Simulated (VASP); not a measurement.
Input of a VASP 6.6.1 run:

INCAR

```
PREC = Accurate
ENCUT = 520
EDIFF = 1E-7
ISMEAR = 0
SIGMA = 0.1
LREAL = False
LASPH = True
NELM = 60
ALGO = Normal
ISIF = 2
LWAVE = False
LCHARG = False
GGA = PE
NBANDS = 13
```

Contents of KPOINTS:

```
regular mesh
0
Gamma
  18 18 18
```

POSCAR

```
AlCo
1.0
    2.8519024094      0.0000000000      0.0000000000
    0.0000000000      2.8519024094      0.0000000000
    0.0000000000      0.0000000000      2.8519024094
Al Co
1 1
Direct
    0.0000000000      0.0000000000      0.0000000000
    0.5000000000      0.5000000000      0.5000000000
```

Potentials or basis: VASP PAW PBE potentials, release 64 (Al, Co).

Launch:

```sh
$ cat potpaw_PBE.64/Al/POTCAR potpaw_PBE.64/Co/POTCAR > POTCAR
$ mpirun -np 1 vasp_std > vasp.out
```

**Question.** What does it give for the band gap on the k mesh?

**Answer.** Zero (band 6 reaches 12.93 eV, above the bottom of band 7 at 10.30 eV).

**Question.** Estimate the pressure.

**Answer.** 0.0 GPa.

Spin polarisation is off, so any magnetic state and its effect on volume and gap are missing.
